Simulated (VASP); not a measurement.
# TiO2 (P2_1/c) in VASP: a series of runs

Aim: see how the results for TiO2 move with the level of theory and the settings. Levels: PBE+D4, LDA. Tasks: single point.

All numbers are computed with VASP 6.6.1; they aren't measurements. Logs are shortened: lines on timing, memory, paths and dates and some standing lists are left out, and cuts for length are marked.

## Step 1: The cell of the first run

Symmetry: P2_1/c, No. 14, monoclinic system. The conventional cell has a = 4.809 Å, b = 4.876 Å, c = 5.046 Å, α = 90.00°, β = 99.91°, γ = 90.00°. Ti (site symmetry 1) has 7 O at 1.86 to 2.23 Å within 2.5 Å. Within 2.5 Å of O (site symmetry 1) lie 3 Ti at 1.86 to 2.03 Å and 2 O at 2.42 to 2.43 Å. O (site symmetry 1) has 4 Ti at 1.99 to 2.23 Å and 8 O at 2.42 to 2.80 Å within 2.9 Å.

## Step 2: Single point, PBE+D4

INCAR

```
PREC     = Accurate       # precision mode
ENCUT    = 600            # plane-wave cutoff, eV
EDIFF    = 1E-6           # SCF threshold, eV
ISMEAR   = -1             # smearing method
SIGMA    = 0.05           # smearing width, eV
LREAL    = F              # projectors in reciprocal space
LASPH    = T              # aspherical terms in the spheres
NELM     = 120            # most SCF steps
ALGO     = Normal         # electronic algorithm
ISIF     = 2              # what is computed and relaxed
LWAVE    = F              # write WAVECAR
LCHARG   = F              # write CHGCAR
GGA      = PE             # functional
IVDW     = 13             # dispersion correction
NBANDS   = 60             # bands
GGA_COMPAT= F
```

KPOINTS

```
regular mesh
0
Gamma
  6 6 6
```

POSCAR

```
TiO2
1.0
    4.8089449350      0.0000000000     -0.0031439586
    0.0000000000      4.8760175110      0.0000000000
   -0.8654567216      0.0000000000      4.9715649923
Ti O
4 8
Direct
    0.2771718780      0.0551834832      0.2151958783
    0.7228281220      0.5551834832      0.2848041217
    0.7228281220      0.9448165168      0.7848041217
    0.2771718780      0.4448165168      0.7151958783
    0.0634156646      0.1768906618      0.8509593145
    0.9365843354      0.6768906618      0.6490406855
    0.9365843354      0.8231093382      0.1490406855
    0.0634156646      0.3231093382      0.3509593145
    0.4460280676      0.7583069395      0.4637686168
    0.5539719324      0.2583069395      0.0362313832
    0.5539719324      0.2416930605      0.5362313832
    0.4460280676      0.7416930605      0.9637686168
```

Potentials or basis: VASP PAW PBE potentials, release 64 (Ti_sv, O).

On the command line:

```console
$ cat potpaw_PBE.64/Ti_sv/POTCAR potpaw_PBE.64/O/POTCAR > POTCAR
$ mpirun -np 1 vasp_std > vasp.out
```

OUTCAR:

```text
PREC = Accurate
   ENCUT = 600
   EDIFF = 1E-6
   ISMEAR = -1
   LREAL = F
   LASPH = T
   NELM = 120
   ISIF = 2
   GGA = PE
   IVDW = 13

 ion  position               nearest neighbor table
   1  0.277  0.055  0.215-   8 1.86   7 1.97   9 1.99  10 2.00   5 2.03  11 2.12  12 2.23
   2  0.723  0.555  0.285-   7 1.86   8 1.97  10 1.99   9 2.00   6 2.03  12 2.12  11 2.23
   3  0.723  0.945  0.785-   6 1.86   5 1.97  11 1.99  12 2.00   7 2.03   9 2.12  10 2.23
   4  0.277  0.445  0.715-   5 1.86   6 1.97  12 1.99  11 2.00   8 2.03  10 2.12   9 2.23
   5  0.063  0.177  0.851-   4 1.86   3 1.97   1 2.03
   6  0.937  0.677  0.649-   3 1.86   4 1.97   2 2.03
   7  0.937  0.823  0.149-   2 1.86   1 1.97   3 2.03
   8  0.063  0.323  0.351-   1 1.86   2 1.97   4 2.03
   9  0.446  0.758  0.464-   1 1.99   2 2.00   3 2.12   4 2.23
  10  0.554  0.258  0.036-   2 1.99   1 2.00   4 2.12   3 2.23
  11  0.554  0.242  0.536-   3 1.99   4 2.00   1 2.12   2 2.23
  12  0.446  0.742  0.964-   4 1.99   3 2.00   2 2.12   1 2.23

  LATTYP: Found a simple monoclinic cell.
 ALAT       =     4.8089459627
 B/A-ratio  =     1.0139472452
 C/A-ratio  =     1.0493635712
 COS(beta)  =    -0.1721461626

  Lattice vectors:

 A1 = (   4.8089449350,   0.0000000000,  -0.0031439586)
 A2 = (   0.0000000000,   4.8760175110,   0.0000000000)
 A3 = (  -0.8654567216,   0.0000000000,   4.9715649923)

Analysis of symmetry for initial positions (statically):
=====================================================================
 Subroutine PRICEL returns:
 Original cell was already a primitive cell.

 Routine SETGRP: Setting up the symmetry group for a
 simple monoclinic supercell.

 Subroutine GETGRP returns: Found  4 space group operations
 (whereof  2 operations were pure point group operations)
 out of a pool of  4 trial point group operations.

The static configuration has the point symmetry S_2 .
 The point group associated with its full space group is C_2h.

Analysis of symmetry for dynamics (positions and initial velocities):
=====================================================================
 Subroutine PRICEL returns:
 Original cell was already a primitive cell.

 Routine SETGRP: Setting up the symmetry group for a
 simple monoclinic supercell.

 Subroutine GETGRP returns: Found  4 space group operations
 (whereof  2 operations were pure point group operations)
 out of a pool of  4 trial point group operations.

The dynamic configuration has the point symmetry S_2 .
 The point group associated with its full space group is C_2h.

 Subroutine INISYM returns: Found  4 space group operations
 (whereof  2 operations are pure point group operations),
 and found     1 'primitive' translations

----------------------------------------------------------------------------------------

                                     Primitive cell

  volume of cell :     116.5625

  direct lattice vectors                    reciprocal lattice vectors
     4.808944935  0.000000000 -0.003143959     0.207969489  0.000000000  0.036203608
     0.000000000  4.876017511  0.000000000     0.000000000  0.205085400  0.000000000
    -0.865456722  0.000000000  4.971564992     0.000131517  0.000000000  0.201166800

  length of vectors
     4.808945963  4.876017511  5.046332709     0.211097157  0.205085400  0.201166843

  position of ions in fractional coordinates (direct lattice)
     0.277171878  0.055183483  0.215195878
     0.722828122  0.555183483  0.284804122
     0.722828122  0.944816517  0.784804122
     0.277171878  0.444816517  0.715195878
     0.063415665  0.176890662  0.850959315
     0.936584335  0.676890662  0.649040685
     0.936584335  0.823109338  0.149040685
     0.063415665  0.323109338  0.350959315
     0.446028068  0.758306940  0.463768617
     0.553971932  0.258306940  0.036231383
     0.553971932  0.241693060  0.536231383
     0.446028068  0.741693060  0.963768617

  ion indices of the primitive-cell ions
   primitive index   ion index
                 1           1
                 2           2
                 3           3
                 4           4
                 5           5
                 6           6
                 7           7
                 8           8
                 9           9
                10          10
                11          11
                12          12

----------------------------------------------------------------------------------------

 KPOINTS: regular mesh

Automatic generation of k-mesh.
 Grid dimensions read from file:
 generate k-points for:    6    6    6

 Generating k-lattice:

  Cartesian coordinates                     Fractional coordinates (reciprocal lattice)
     0.034661582  0.000000000  0.006033935     0.166666667  0.000000000 -0.000000000
     0.000000000  0.034180900  0.000000000     0.000000000  0.166666667  0.000000000
     0.000021920  0.000000000  0.033527800     0.000000000  0.000000000  0.166666667

  Length of vectors
     0.035182860  0.034180900  0.033527807

  Shift w.r.t. Gamma in fractional coordinates (k-lattice)
     0.000000000  0.000000000  0.000000000

 Subroutine IBZKPT returns following result:
 ===========================================

 Found     80 irreducible k-points:

 Following reciprocal coordinates:
            Coordinates               Weight
  0.000000  0.000000  0.000000      1.000000
  0.166667  0.000000 -0.000000      2.000000
  0.333333  0.000000  0.000000      2.000000
  0.500000  0.000000  0.000000      1.000000
  0.000000  0.166667  0.000000      2.000000
  0.166667  0.166667 -0.000000      4.000000
[... 16 lines left out ...]
  0.000000  0.166667  0.166667      4.000000
  0.166667  0.166667  0.166667      4.000000
 [... further k-points ...]
   k-points           NKPTS =     80   k-points in BZ     NKDIM =     80   number of bands    NBANDS=     60
   number of dos      NEDOS =    301   number of ions     NIONS =     12
   total plane-waves  NPLWV =  64000
   dimension x,y,z NGX =    40 NGY =   40 NGZ =   40
   dimension x,y,z NGXF=    80 NGYF=   80 NGZF=   80
   ions per type =               4   8
   NGX,Y,Z   is equivalent  to a cutoff of  13.83, 13.64, 13.18 a.u.
   NGXF,Y,Z  is equivalent  to a cutoff of  27.66, 27.28, 26.36 a.u.
 SYSTEM =  unknown system
   PREC   = accura    normal or accurate (medium, high low for compatibility)
   ISTART =      0    job   : 0-new  1-cont  2-samecut
   ICHARG =      2    charge: 1-file 2-atom 10-const
   ISPIN  =      1    spin polarized calculation?
   LNONCOLLINEAR =      F non collinear calculations
   LSORBIT =      F    spin-orbit coupling
   LASPH  =      T    aspherical Exc in radial PAW
   ENCUT  =  600.0 eV  44.10 Ry    6.64 a.u.   9.60  9.74 10.08*2*pi/ulx,y,z
   NELM   =    120;   NELMIN=  2; NELMDL= -5     # of ELM steps
   EDIFF  = 0.1E-05   stopping-criterion for ELM
   LREAL  =      F    real-space projection
   EDIFFG = 0.1E-04   stopping-criterion for IOM
   NSW    =      0    number of steps for IOM
   IBRION =     -1    ionic relax: 0-MD 1-quasi-New 2-CG
   NFREE  =      0    steps in history (QN), initial steepest desc. (CG)
   ISIF   =      2    stress and relaxation
   ISYM   =      2    0-nonsym 1-usesym 2-fastsym
   POTIM  = 0.5000    time-step for ionic-motion
   TEBEG  =    0.0;   TEEND  =   0.0 temperature during run
   PSTRESS=    0.0 pullay stress
   NELECT =      96.0000    total number of electrons
   NUPDOWN=      -1.0000    fix difference up-down
   EMIN   =  10.00;   EMAX   =-10.00  energy-range for DOS
   EFERMI =   0.00;   METHOD = LEGACY
   ISMEAR =    -1;   SIGMA  =   0.05  broadening in eV -4-tet -1-fermi 0-gaus
   EFERMI_NEDOS =   21; number of points for ismear=-14 and -15
   IALGO  =     38    algorithm
   IMIX   =      4    mixing-type and parameters
     AMIX     =   0.40;   BMIX     =  1.00
     AMIX_MAG =   1.60;   BMIX_MAG =  1.00
  volume/ion in A,a.u.               =       9.71        65.55
  Fermi-wavevector in a.u.,A,eV,Ry     =   1.534543  2.899865 32.039291  2.354821
  Thomas-Fermi vector in A             =   2.641456
   LORBIT       =      0    0 simple, 1 ext, 2 COOP (PROOUT), +10 PAW based schemes
   GGA     = PE    functional components
   LHFCALC =     F    Hartree Fock is set to
   AEXX    =    0.0000 exact exchange contribution
   IVDW    =    13    specifies the selected vdW correction
   LEPSILON=     F    determine dielectric tensor
   LRPA    =     F    only Hartree local field effects (RPA)
 non-spin polarized calculation
  energy-cutoff  :      600.00
  volume of cell :      116.56
 maximum number of plane-waves:      3926
 NGX is ok and might be reduce to    40
   NGX = 19   NGY = 19   NGZ = 21

 number of electron      95.9999992 magnetization

 Free energy of the ion-electron system (eV)
  ---------------------------------------------------
  ext. energy  EPLUGINS =         0.00000000
  ---------------------------------------------------
  free energy    TOTEN  =      -106.94758746 eV

  energy without entropy =     -106.94758746  energy(sigma->0) =     -106.94758746

 E-fermi :   6.7491     XC(G=0): -11.8532

 val. band max:        5.6561299093   @ k =   0.0000   0.0000   0.0000
 cond. band min:       7.9573327922   @ k =   0.5000   0.0000   0.0000
 fundamental gap:      2.3012028829
 Fermi energy:         6.7490672318

 k-point     1 :       0.0000    0.0000    0.0000
  band No.  band energies     occupation
      1     -51.0165      2.00000
      2     -50.9809      2.00000
      3     -50.9785      2.00000
      4     -50.9775      2.00000
      5     -27.4452      2.00000
      6     -27.4259      2.00000
[... 52 lines left out ...]
     59      10.2887      0.00000
     60      10.3122      0.00000

 k-point     2 :       0.1667    0.0000   -0.0000
  band No.  band energies     occupation
      1     -51.0144      2.00000
      2     -50.9830      2.00000
      3     -50.9805      2.00000
      4     -50.9755      2.00000
      5     -27.4298      2.00000
      6     -27.4242      2.00000
[... 52 lines left out ...]
     59      10.1434      0.00000
     60      10.2298      0.00000

 k-point     3 :       0.3333    0.0000    0.0000
  band No.  band energies     occupation
      1     -51.0088      2.00000
      2     -50.9886      2.00000
      3     -50.9823      2.00000
      4     -50.9737      2.00000
      5     -27.4198      2.00000
      6     -27.3884      2.00000
[... 1312 lines left out ...]
     59      10.1241      0.00000
     60      10.2653      0.00000

 k-point    24 :       0.1667    0.1667    0.1667
  band No.  band energies     occupation
      1     -51.0089      2.00000
      2     -50.9870      2.00000
      3     -50.9822      2.00000
      4     -50.9753      2.00000
      5     -27.4052      2.00000
      6     -27.3948      2.00000
[... 52 lines left out ...]
     59      10.1349      0.00000
     60      10.2709      0.00000

 [... further k-points ...]

------------------------ aborting loop because EDIFF is reached ----------------------------------------

  DFT-D4 for vdW energy calculation

  Edisp (eV):   -2.59537

  FORCE on cell =-STRESS in cart. coord.  units (eV):
  Direction    XX          YY          ZZ          XY          YZ          ZX
  --------------------------------------------------------------------------------------
  -------------------------------------------------------------------------------------
  Total       0.44331     0.43000     0.40780     0.00000     0.00000     0.00830
  in kB       6.09342     5.91043     5.60531     0.00000     0.00000     0.11412
  external pressure =        5.87 kB  Pullay stress =        0.00 kB

 VOLUME and BASIS-vectors are now :
 -----------------------------------------------------------------------------
  energy-cutoff  :      600.00
  volume of cell :      116.56
      direct lattice vectors                 reciprocal lattice vectors
     4.808944935  0.000000000 -0.003143959     0.207969489  0.000000000  0.036203608
     0.000000000  4.876017511  0.000000000     0.000000000  0.205085400  0.000000000
    -0.865456722  0.000000000  4.971564992     0.000131517  0.000000000  0.201166800

 POSITION                                       TOTAL-FORCE (eV/Angst)
 -----------------------------------------------------------------------------------
      1.14666      0.26908      1.06899         0.029734     -0.040456     -0.007672
      3.22955      2.70708      1.41365        -0.029734     -0.040456      0.007672
      2.79683      4.60694      3.89943        -0.029734      0.040456      0.007672
      0.71393      2.16893      3.55477         0.029734      0.040456     -0.007672
     -0.43151      0.86252      4.23040        -0.025893     -0.018079      0.002891
      3.94227      3.30053      3.22380         0.025893     -0.018079     -0.002891
      4.37499      4.01350      0.73802         0.025893      0.018079     -0.002891
      0.00122      1.57549      1.74462        -0.025893      0.018079      0.002891
      1.74355      3.69752      2.30425        -0.026691     -0.008958      0.020929
      2.63266      1.25951      0.17839         0.026691     -0.008958     -0.020929
      2.19994      1.17850      2.66417         0.026691      0.008958     -0.020929
      1.31082      3.61651      4.79004        -0.026691      0.008958      0.020929
 -----------------------------------------------------------------------------------
    total drift:                                0.000000      0.000000     -0.000000

  FREE ENERGIE OF THE ION-ELECTRON SYSTEM (eV)
  ---------------------------------------------------
  free  energy   TOTEN  =      -109.5429596487 eV

  energy  without entropy=     -109.5429596487  energy(sigma->0) =     -109.54295965
```

Wall time 7.9 min (1 thread of Oxide Virtual Turin-like, shared host); peak memory 0.54 GiB.

What came out:

| Quantity | Value |
| --- | --- |
| Free energy | -109.5430 eV |
| Pressure | 0.6 GPa |
| Largest force | 0.051 eV/Å |
| Band gap on the k mesh | 2.30 eV (least direct gap 2.41 eV) |
| Dispersion energy per atom | -0.216 eV |

Forces on the atoms (eV/Å):
```
Ti   0.030 -0.040 -0.008
Ti  -0.030 -0.040  0.008
Ti  -0.030  0.040  0.008
Ti   0.030  0.040 -0.008
O   -0.026 -0.018  0.003
O    0.026 -0.018 -0.003
O    0.026  0.018 -0.003
O   -0.026  0.018  0.003
O   -0.027 -0.009  0.021
O    0.027 -0.009 -0.021
O    0.027  0.009 -0.021
O   -0.027  0.009  0.021
```

## Step 3: Single point, LDA

INCAR

```
SYSTEM = TiO2
PREC     = Accurate       ! precision mode
ENCUT    = 600            ! plane-wave cutoff, eV
EDIFF    = 1E-6           ! SCF threshold, eV
ISMEAR   = 0              ! smearing method
SIGMA    = 0.01           ! smearing width, eV
LREAL    = .FALSE.        ! projectors in reciprocal space
LASPH    = .TRUE.         ! aspherical terms in the spheres
NELM     = 120            ! most SCF steps
ALGO     = Normal         ! electronic algorithm
ISIF     = 2              ! what is computed and relaxed
LWAVE    = .FALSE.        ! write WAVECAR
LCHARG   = .FALSE.        ! write CHGCAR
GGA      = CA             ! functional
NBANDS   = 60             ! bands
GGA_COMPAT= .FALSE.
```

KPOINTS

```
regular mesh
0
G
  6 6 6
  0 0 0
```

POSCAR

```
TiO2
1.0
    4.8126997814      0.0000000000      0.0000000000
    0.0000000000      4.8718844600      0.0000000000
   -0.8628854487      0.0000000000      4.9665942755
Ti O
4 8
Direct
    0.2774352600      0.0528083600      0.2131482700
    0.7225647400      0.5528083600      0.2868517300
    0.7225647400      0.9471916400      0.7868517300
    0.2774352600      0.4471916400      0.7131482700
    0.0638382200      0.1769655200      0.8515567400
    0.9361617800      0.6769655200      0.6484432600
    0.9361617800      0.8230344800      0.1484432600
    0.0638382200      0.3230344800      0.3515567400
    0.4453609900      0.7576317400      0.4667718600
    0.5546390100      0.2576317400      0.0332281400
    0.5546390100      0.2423682600      0.5332281400
    0.4453609900      0.7423682600      0.9667718600
```

Potentials or basis: VASP PAW LDA potentials, release 64 (Ti_sv, O).

On the command line:

```console
$ cat potpaw_LDA.64/Ti_sv/POTCAR potpaw_LDA.64/O/POTCAR > POTCAR
$ mpirun -np 1 vasp_std > vasp.out
```

It took 9.5 min on 1 thread of Oxide Virtual Turin-like, shared host; peak memory 0.51 GiB.

The run converged. Its results:

- Free energy: -117.6007 eV
- Pressure: -9.6 GPa
- Largest force: 0.119 eV/Å
- Band gap on the k mesh: 2.19 eV (least direct gap 2.26 eV)

Forces on the atoms (eV/Å):
```
Ti  -0.010  0.111  0.040
Ti   0.010  0.111 -0.040
Ti   0.010 -0.111 -0.040
Ti  -0.010 -0.111  0.040
O    0.028 -0.009 -0.001
O   -0.028 -0.009  0.001
O   -0.028  0.009  0.001
O    0.028  0.009 -0.001
O    0.093  0.036 -0.007
O   -0.093  0.036  0.007
O   -0.093 -0.036  0.007
O    0.093 -0.036 -0.007
```

Stress tensor (GPa, compression positive):
```
-9.67  0.00 -0.73
 0.00 -9.61  0.00
-0.73  0.00 -9.50
```

Levels at points of the mesh, in eV from the valence-band top:
```csv
k point,band 46,band 47,band 48,band 49,band 50,band 51
"(0.00, 0.00, 0.00)",-0.56,-0.01,0.00,2.34,2.44,2.82
"(0.50, 0.00, 0.00)",-0.74,-0.51,-0.07,2.19,2.78,2.78
"(0.00, 0.50, 0.00)",-0.95,-0.37,-0.37,2.74,2.74,3.10
"(0.50, 0.50, 0.00)",-0.97,-0.75,-0.75,2.61,2.61,2.88
"(0.00, 0.00, 0.50)",-1.09,-0.41,-0.41,2.56,2.56,2.77
"(0.50, 0.00, 0.50)",-1.09,-0.64,-0.64,2.27,2.27,3.20
"(0.00, 0.50, 0.50)",-1.13,-0.85,-0.85,2.59,2.59,2.71
"(0.50, 0.50, 0.50)",-1.19,-0.93,-0.93,2.46,2.46,2.81
```

Caveat: the cell stands under tension. A k mesh can miss the band edges.
